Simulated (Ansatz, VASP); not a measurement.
## One calculation of Mo, two programs

The input INCAR:

```
PREC     = Accurate       # precision mode
ENCUT    = 520            # plane-wave cutoff, eV
EDIFF    = 1E-6           # SCF threshold, eV
ISMEAR   = 0              # smearing method
SIGMA    = 0.1            # smearing width, eV
LREAL    = F              # projectors in reciprocal space
LASPH    = T              # aspherical terms in the spheres
NELM     = 100            # most SCF steps
ALGO     = Normal         # electronic algorithm
ISIF     = 2              # what is computed and relaxed
LWAVE    = F              # write WAVECAR
LCHARG   = T              # write CHGCAR
LDIPOL   = T            
IDIPOL   = 3            
DIPOL    = 0.5 0.5 0.311
GGA      = PE             # functional
LELF     = T              # ELF
LVHAR    = T            
LVACPOTAV= T            
NBANDS   = 96             # bands
```

KPOINTS

```
regular mesh
0
Gamma
  5 5 1
```

POSCAR

```
Mo
1.0
    5.4740406976      0.0000000000      0.0000000000
   -1.8246802325      5.1609750637      0.0000000000
    0.0000000000      0.0000000000     19.8082144280
Mo
12
Direct
    0.2500000000      0.2500000000      0.2019364246
    0.2500000000      0.7500000000      0.2019364246
    0.7500000000      0.2500000000      0.2019364246
    0.7500000000      0.7500000000      0.2019364246
    0.0000000000      0.0000000000      0.3106872620
    0.0000000000      0.5000000000      0.3106872620
    0.5000000000      0.0000000000      0.3106872620
    0.5000000000      0.5000000000      0.3106872620
    0.2500000000      0.2500000000      0.4194327792
    0.2500000000      0.7500000000      0.4194327792
    0.7500000000      0.2500000000      0.4194327792
    0.7500000000      0.7500000000      0.4194327792
```

Input for Ansatz:

```yaml
crystal:
  lattice:
    - [5.4740406976, 0.0, 0.0]
    - [-1.8246802325, 5.1609750636, 0.0]
    - [0.0, 0.0, 19.8082144184]
  atoms:
    - { symbol: Mo, position: [0.25, 0.25, 0.2019364247] }
    - { symbol: Mo, position: [0.25, 0.75, 0.2019364247] }
    - { symbol: Mo, position: [0.75, 0.25, 0.2019364247] }
    - { symbol: Mo, position: [0.75, 0.75, 0.2019364247] }
    - { symbol: Mo, position: [0.0, 0.0, 0.310687262] }
    - { symbol: Mo, position: [0.0, 0.5, 0.310687262] }
    - { symbol: Mo, position: [0.5, 0.0, 0.310687262] }
    - { symbol: Mo, position: [0.5, 0.5, 0.310687262] }
    - { symbol: Mo, position: [0.25, 0.25, 0.4194327789] }
    - { symbol: Mo, position: [0.25, 0.75, 0.4194327789] }
    - { symbol: Mo, position: [0.75, 0.25, 0.4194327789] }
    - { symbol: Mo, position: [0.75, 0.75, 0.4194327789] }
basis:
  ecutwfc: 420
kpoints:
  mp_grid: { grid: [5, 5, 1] }
hamiltonian:
  xc: pbe
scf:
  occupations: { method: gaussian, width: 0.1 }
output:
  forces: true
  eigenvalues: true
efield:
  axis: 3
  dipole_correction: true
  ramp_width: 0.04
```

Alike in both runs: task single point; functional PBE; k mesh 5 × 5 × 1; occupations gaussian, width 0.1 eV; no spin polarisation.

```csv
,VASP,Ansatz
version,VASP 6.6.1,Ansatz 0.2.0
potentials or method,"VASP PAW PBE potentials, release 64 (Mo_sv), cutoff 520 eV","scalar-relativistic, plane waves, PAW"
valence electrons in the cell,168,168
```

|  | VASP | Ansatz | Ansatz less VASP |
| --- | --- | --- | --- |
| gap on the k mesh at the Fermi level (eV) | none | none | - |
| rms of the force components (eV/Å) | 0.013 | 0.000 | -0.0126 |
| work function, face that differs most (eV) | 4.73 | 4.75 | +0.019 |

Atom by atom the forces differ by 0.013 eV/Å (rms over components). A gap of «none» marks a metal or a gap that the smearing closes. With one functional, cell and mesh, what is left measures potentials, basis and numerics.
